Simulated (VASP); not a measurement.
# C (R-3m) in VASP: a series of runs

Runs on C. Level: PBEsol+D3(BJ). Tasks: single point.

Everything below comes from runs of VASP 6.6.1. Logs are shortened: lines on timing, memory, paths and dates and some standing lists are left out, and cuts for length are marked.

**1. The cell of the first run**

Symmetry: R-3m, No. 166, trigonal system. Conventional cell: a = 2.459 Å, b = 2.459 Å, c = 9.798 Å, α = 90.00°, β = 90.00°, γ = 120.00°. C (site symmetry 3m) has 3 C at 1.42 Å within 1.9 Å.

**2. Single point, PBEsol+D3(BJ)**

File INCAR:

```
ALGO = Normal ; EDIFF = 1E-6
ENCUT = 600 ; GGA = PS
GGA_COMPAT = F ; ISIF = 2
ISMEAR = 0 ; IVDW = 12
LASPH = T ; LCHARG = F
LREAL = F ; LWAVE = F
NBANDS = 11 ; NELM = 120
PREC = Accurate ; SIGMA = 0.1
```

File KPOINTS:

```
k-points
0
Gamma
  9 9 9
```

File POSCAR:

```
C
1.0
    1.2295365520      0.7098732593      3.2661123279
   -1.2295365520      0.7098732593      3.2661123279
    0.0000000000     -1.4197465186      3.2661123279
C
2
Direct
    0.1665443050      0.1665443050      0.1665443050
    0.8334556950      0.8334556950      0.8334556950
```

Potentials or basis: VASP PAW PBE potentials, release 64 (C).

On the command line:

```
$ cat potpaw_PBE.64/C/POTCAR > POTCAR
$ mpirun -np 1 vasp_std > vasp.out
```

OUTCAR:

```text
EDIFF = 1E-6
   ENCUT = 600
   GGA = PS
   ISIF = 2
   ISMEAR = 0
   IVDW = 12
   LASPH = T
   LREAL = F
   NELM = 120
   PREC = Accurate
 IVDW          = 12

 ion  position               nearest neighbor table
   1  0.167  0.167  0.167-   2 1.42   2 1.42   2 1.42
   2  0.833  0.833  0.833-   1 1.42   1 1.42   1 1.42

  LATTYP: Found a trigonal (rhomboedric) cell.
 ALAT       =     3.5613438356
 COS(alpha) =     0.7616116250

  Lattice vectors:

 A1 = (   1.2295365520,   0.7098732593,   3.2661123279)
 A2 = (  -1.2295365520,   0.7098732593,   3.2661123279)
 A3 = (   0.0000000000,  -1.4197465186,   3.2661123279)

Analysis of symmetry for initial positions (statically):
=====================================================================
 Subroutine PRICEL returns:
 Original cell was already a primitive cell.

 Routine SETGRP: Setting up the symmetry group for a
 trigonal (rhombohedral) supercell.

 Subroutine GETGRP returns: Found 12 space group operations
 (whereof 12 operations were pure point group operations)
 out of a pool of 12 trial point group operations.

The static configuration has the point symmetry D_3d.

Analysis of symmetry for dynamics (positions and initial velocities):
=====================================================================
 Subroutine PRICEL returns:
 Original cell was already a primitive cell.

 Routine SETGRP: Setting up the symmetry group for a
 trigonal (rhombohedral) supercell.

 Subroutine GETGRP returns: Found 12 space group operations
 (whereof 12 operations were pure point group operations)
 out of a pool of 12 trial point group operations.

The dynamic configuration has the point symmetry D_3d.

 Subroutine INISYM returns: Found 12 space group operations
 (whereof 12 operations are pure point group operations),
 and found     1 'primitive' translations

----------------------------------------------------------------------------------------

                                     Primitive cell

  volume of cell :      17.1043

  direct lattice vectors                    reciprocal lattice vectors
     1.229536552  0.709873259  3.266112328     0.406657288  0.234783695  0.102058135
    -1.229536552  0.709873259  3.266112328    -0.406657288  0.234783695  0.102058135
     0.000000000 -1.419746519  3.266112328     0.000000000 -0.469567390  0.102058135

  length of vectors
     3.561343836  3.561343836  3.561343836     0.480530328  0.480530328  0.480530328

  position of ions in fractional coordinates (direct lattice)
     0.166544305  0.166544305  0.166544305
     0.833455695  0.833455695  0.833455695

  ion indices of the primitive-cell ions
   primitive index   ion index
                 1           1
                 2           2

----------------------------------------------------------------------------------------

 KPOINTS: k-points

Automatic generation of k-mesh.
 Grid dimensions read from file:
 generate k-points for:    9    9    9

 Generating k-lattice:

  Cartesian coordinates                     Fractional coordinates (reciprocal lattice)
     0.045184143  0.026087077  0.011339793     0.111111111  0.000000000  0.000000000
    -0.045184143  0.026087077  0.011339793     0.000000000  0.111111111  0.000000000
     0.000000000 -0.052174154  0.011339793     0.000000000  0.000000000  0.111111111

  Length of vectors
     0.053392259  0.053392259  0.053392259

  Shift w.r.t. Gamma in fractional coordinates (k-lattice)
     0.000000000  0.000000000  0.000000000

 Subroutine IBZKPT returns following result:
 ===========================================

 Found     85 irreducible k-points:

 Following reciprocal coordinates:
            Coordinates               Weight
  0.000000  0.000000  0.000000      1.000000
  0.111111  0.000000  0.000000      6.000000
  0.222222  0.000000  0.000000      6.000000
  0.333333  0.000000  0.000000      6.000000
  0.444444  0.000000  0.000000      6.000000
  0.111111  0.111111  0.000000      6.000000
[... 16 lines left out ...]
 -0.333333  0.333333  0.000000      6.000000
  0.444444  0.444444  0.000000      6.000000
 [... further k-points ...]
   k-points           NKPTS =     85   k-points in BZ     NKDIM =     85   number of bands    NBANDS=     11
   number of dos      NEDOS =    301   number of ions     NIONS =      2
   total plane-waves  NPLWV =  21952
   dimension x,y,z NGX =    28 NGY =   28 NGZ =   28
   dimension x,y,z NGXF=    56 NGYF=   56 NGZF=   56
   ions per type =               2
   NGX,Y,Z   is equivalent  to a cutoff of  13.07, 13.07, 13.07 a.u.
   NGXF,Y,Z  is equivalent  to a cutoff of  26.14, 26.14, 26.14 a.u.
 SYSTEM =  unknown system
   PREC   = accura    normal or accurate (medium, high low for compatibility)
   ISTART =      0    job   : 0-new  1-cont  2-samecut
   ICHARG =      2    charge: 1-file 2-atom 10-const
   ISPIN  =      1    spin polarized calculation?
   LNONCOLLINEAR =      F non collinear calculations
   LSORBIT =      F    spin-orbit coupling
   LASPH  =      T    aspherical Exc in radial PAW
   ENCUT  =  600.0 eV  44.10 Ry    6.64 a.u.   7.11  7.11  7.11*2*pi/ulx,y,z
   NELM   =    120;   NELMIN=  2; NELMDL= -5     # of ELM steps
   EDIFF  = 0.1E-05   stopping-criterion for ELM
   LREAL  =      F    real-space projection
   EDIFFG = 0.1E-04   stopping-criterion for IOM
   NSW    =      0    number of steps for IOM
   IBRION =     -1    ionic relax: 0-MD 1-quasi-New 2-CG
   NFREE  =      0    steps in history (QN), initial steepest desc. (CG)
   ISIF   =      2    stress and relaxation
   ISYM   =      2    0-nonsym 1-usesym 2-fastsym
   POTIM  = 0.5000    time-step for ionic-motion
   TEBEG  =    0.0;   TEEND  =   0.0 temperature during run
   PSTRESS=    0.0 pullay stress
   NELECT =       8.0000    total number of electrons
   NUPDOWN=      -1.0000    fix difference up-down
   EMIN   =  10.00;   EMAX   =-10.00  energy-range for DOS
   EFERMI =   0.00;   METHOD = LEGACY
   ISMEAR =     0;   SIGMA  =   0.10  broadening in eV -4-tet -1-fermi 0-gaus
   EFERMI_NEDOS =   21; number of points for ismear=-14 and -15
   IALGO  =     38    algorithm
   IMIX   =      4    mixing-type and parameters
     AMIX     =   0.40;   BMIX     =  1.00
     AMIX_MAG =   1.60;   BMIX_MAG =  1.00
  volume/ion in A,a.u.               =       8.55        57.71
  Fermi-wavevector in a.u.,A,eV,Ry     =   1.270779  2.401424 21.971758  1.614879
  Thomas-Fermi vector in A             =   2.403748
   LORBIT       =      0    0 simple, 1 ext, 2 COOP (PROOUT), +10 PAW based schemes
   GGA     = PS    functional components
   LHFCALC =     F    Hartree Fock is set to
   AEXX    =    0.0000 exact exchange contribution
   IVDW    =    12    specifies the selected vdW correction
   LEPSILON=     F    determine dielectric tensor
   LRPA    =     F    only Hartree local field effects (RPA)
 non-spin polarized calculation
 Gauss-broadening in eV      SIGMA  =   0.10
  energy-cutoff  :      600.00
  volume of cell :       17.10
 maximum number of plane-waves:       585
   NGX = 15   NGY = 15   NGZ = 15

 number of electron       8.0000000 magnetization

 Free energy of the ion-electron system (eV)
  ---------------------------------------------------
  ext. energy  EPLUGINS =         0.00000000
  ---------------------------------------------------
  free energy    TOTEN  =       -19.28108832 eV

  energy without entropy =      -19.28108832  energy(sigma->0) =      -19.28108832

 E-fermi :   4.8769     XC(G=0): -10.7509

 val. band max:        4.4886566273   @ k =  -0.3333   0.3333   0.0000
 cond. band min:       5.2644713563   @ k =  -0.3333   0.3333   0.0000
 fundamental gap:      0.7758147290
 Fermi energy:         4.8769460282

 k-point     1 :       0.0000    0.0000    0.0000
  band No.  band energies     occupation
      1     -14.8271      2.00000
      2      -1.5657      2.00000
      3       1.9281      2.00000
      4       1.9281      2.00000
      5       9.1331      0.00000
      6      13.2875      0.00000
      7      13.2875      0.00000
      8      16.3223      0.00000
      9      17.8334      0.00000
     10      27.4476      0.00000
     11      31.2179      0.00000

 k-point     2 :       0.1111    0.0000    0.0000
  band No.  band energies     occupation
      1     -14.5261      2.00000
      2      -1.2698      2.00000
      3       0.8097      2.00000
      4       1.3516      2.00000
      5       9.5613      0.00000
      6      13.3914      0.00000
      7      14.5015      0.00000
      8      15.3115      0.00000
      9      18.3629      0.00000
     10      28.1831      0.00000
     11      28.6563      0.00000

 k-point     3 :       0.2222    0.0000    0.0000
  band No.  band energies     occupation
      1     -13.6299      2.00000
      2      -1.7584      2.00000
      3      -0.3922      2.00000
      4       0.1906      2.00000
      5      10.8204      0.00000
      6      12.8051      0.00000
      7      13.3052      0.00000
      8      17.5045      0.00000
      9      19.8515      0.00000
     10      24.9946      0.00000
     11      27.4778      0.00000

 k-point     4 :       0.3333    0.0000    0.0000
  band No.  band energies     occupation
      1     -12.1622      2.00000
      2      -4.7247      2.00000
      3      -0.8333      2.00000
      4       1.0069      2.00000
      5       9.8590      0.00000
      6      12.6809      0.00000
      7      13.1487      0.00000
      8      20.4725      0.00000
      9      21.2698      0.00000
     10      23.5654      0.00000
     11      25.7631      0.00000
[... 239 lines left out ...]
 k-point    22 :      -0.4444    0.3333    0.0000
  band No.  band energies     occupation
      1      -9.2919      2.00000
      2      -6.8144      2.00000
      3      -4.3381      2.00000
      4       2.7760      2.00000
      5       6.4796      0.00000
      6      15.8166      0.00000
      7      16.2219      0.00000
      8      20.1792      0.00000
      9      20.6510      0.00000
     10      24.4112      0.00000
     11      27.0547      0.00000

 k-point    23 :      -0.3333    0.3333    0.0000
  band No.  band energies     occupation
      1      -7.7082      2.00000
      2      -7.5849      2.00000
      3      -5.7490      2.00000
      4       4.4887      2.00000
      5       5.2645      0.00000
      6      15.3833      0.00000
      7      17.2021      0.00000
      8      19.9124      0.00000
      9      20.1510      0.00000
     10      23.4503      0.00000
     11      25.7048      0.00000

 k-point    24 :       0.4444    0.4444    0.0000
  band No.  band energies     occupation
      1     -10.0729      2.00000
      2      -7.4065      2.00000
      3      -1.4690      2.00000
      4       1.7519      2.00000
      5       6.6083      0.00000
      6      12.1351      0.00000
      7      17.4452      0.00000
      8      20.7391      0.00000
      9      24.4321      0.00000
     10      24.5474      0.00000
     11      28.9154      0.00000

 [... further k-points ...]

------------------------ aborting loop because EDIFF is reached ----------------------------------------

 Edisp (eV)   -0.22637

 E8    (eV) :    -0.1101

  FORCE on cell =-STRESS in cart. coord.  units (eV):
  Direction    XX          YY          ZZ          XY          YZ          ZX
  --------------------------------------------------------------------------------------
  -------------------------------------------------------------------------------------
  Total       0.02999     0.02999    -0.05501     0.00000     0.00000     0.00000
  in kB       2.80923     2.80923    -5.15328     0.00000     0.00000     0.00000
  external pressure =        0.16 kB  Pullay stress =        0.00 kB

 VOLUME and BASIS-vectors are now :
 -----------------------------------------------------------------------------
  energy-cutoff  :      600.00
  volume of cell :       17.10
      direct lattice vectors                 reciprocal lattice vectors
     1.229536552  0.709873259  3.266112328     0.406657288  0.234783695  0.102058135
    -1.229536552  0.709873259  3.266112328    -0.406657288  0.234783695  0.102058135
     0.000000000 -1.419746519  3.266112328     0.000000000 -0.469567390  0.102058135

 POSITION                                       TOTAL-FORCE (eV/Angst)
 -----------------------------------------------------------------------------------
      0.00000      0.00000      1.63186         0.000000     -0.000000     -0.008081
      0.00000      0.00000      8.16648         0.000000      0.000000      0.008081
 -----------------------------------------------------------------------------------
    total drift:                               -0.000000      0.000000     -0.000000

  FREE ENERGIE OF THE ION-ELECTRON SYSTEM (eV)
  ---------------------------------------------------
  free  energy   TOTEN  =       -19.5074585110 eV

  energy  without entropy=      -19.5074585106  energy(sigma->0) =      -19.50745851
```

It took 21 s on 1 thread of Intel Xeon Platinum 8259CL at 2.50GHz (Skylake/Cascade Lake), shared host; peak memory 0.16 GiB.

Results:

```yaml
Free_energy: -19.5075 eV
Pressure: 0.0 GPa
Largest_force: 0.008 eV/Å
Dispersion_energy_per_atom: -0.113 eV
```

Forces in eV/Å, atoms in the order of the input:
```
C    0.000  0.000 -0.008
C    0.000  0.000  0.008
```

Stress tensor (GPa, compression positive):
```
 0.28  0.00  0.00
 0.00  0.28  0.00
 0.00  0.00 -0.52
```

Caveat: the PAW data sets were made with another functional, which shifts forces and pressure a little.

(Part 1 of 2 ends here.)
